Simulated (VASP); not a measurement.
CoNiO2:

```
CELL_PARAMETERS angstrom
3.01433 0.00000 0.00000
0.00000 3.01433 0.00000
0.00000 0.00000 4.22229
ATOMIC_POSITIONS crystal
Ni 0.00000 0.00000 0.00000
Co 0.50000 0.50000 0.50000
O 0.00000 0.00000 0.50000
O 0.50000 0.50000 0.00000
```

Base run:

* Program: VASP 6.6.1
* Functional: PBEsol
* Potentials or basis: VASP PAW PBE potentials, release 64 (Ni, Co, O)
* Cutoff: 520 eV
* k mesh: 7 × 7 × 5
* Occupations: fermi-dirac, width 0.05 eV
* Spin: collinear spin, ferromagnetic start
* Starting moments: [0.266667, 0.533333, 0.0, 0.0] μB
* Fixed moment: 0.8 μB

Its results: pressure -13.5 GPa; site moments Ni -1.38; Co +2.24; O +0.06, -0.12 μB.

Question: After a change of settings the same cell gave: pressure -16.6 GPa; site moments Ni +0.40; Co +2.27; O +0.18, +0.09 μB. Which change was it?
A. fixed moment from 0.8 μB to 3 μB; moments at the start from [0.27, 0.53, 0.0, 0.0] to [1.0, 2.0, 0.0, 0.0]
B. fixed moment from 0.8 μB to 1.5 μB; moments at the start from [0.27, 0.53, 0.0, 0.0] to [0.5, 1.0, 0.0, 0.0]
C. fixed moment from 0.8 μB to 3.8 μB; moments at the start from [0.27, 0.53, 0.0, 0.0] to [1.27, 2.53, 0.0, 0.0]
D. fixed moment from 0.8 μB to 2.2 μB; moments at the start from [0.27, 0.53, 0.0, 0.0] to [0.73, 1.47, 0.0, 0.0]

Answer: A.

Caveats: the PAW data sets were made with another functional, which shifts forces and pressure a little; the total moment is fixed, so each spin has its own Fermi level.
